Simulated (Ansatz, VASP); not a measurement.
# Mo in VASP and in Ansatz

```xyz
7
Lattice="2.7395 0.0000 0.0000 -1.3697 2.3724 0.0000 0.0000 0.0000 16.7945" Properties=species:S:1:pos:R:3 pbc="T T T"
Mo    0.0000    0.0000   -0.0152
Mo    0.0000    1.5816    2.3968
Mo    0.0000    0.0000    4.8008
Mo    0.0000    1.5816    7.2129
Mo    0.0000    0.0000    9.6119
Mo    1.3697    0.7908   11.9961
Mo    0.0000    1.5816   14.3803
```

Alike in both runs: functional PBEsol; k mesh 18 × 18 × 3; occupations gaussian, width 0.1 eV; no spin polarisation.

Ansatz relaxed the structure, and its values are those at the end. VASP's run is a single point on that final structure, the one shown.

```csv
,VASP,Ansatz
version,VASP 6.6.1,Ansatz 0.2.0
potentials or method,"VASP PAW PBE potentials, release 64 (Mo_sv), cutoff 520 eV","scalar-relativistic, plane waves, PAW"
valence electrons in the cell,98,98
```

VASP gave:

* gap on the k mesh at the Fermi level (eV): none
* pressure (GPa): 0.5

Problem. Which values does Ansatz return?

Solution. gap on the k mesh at the Fermi level (eV): none; pressure (GPa): 0.0.

VASP's potentials were made for PBE, not for PBEsol. A gap of «none» marks a metal or a gap that the smearing closes. With one functional, cell and mesh, what is left measures potentials, basis and numerics.
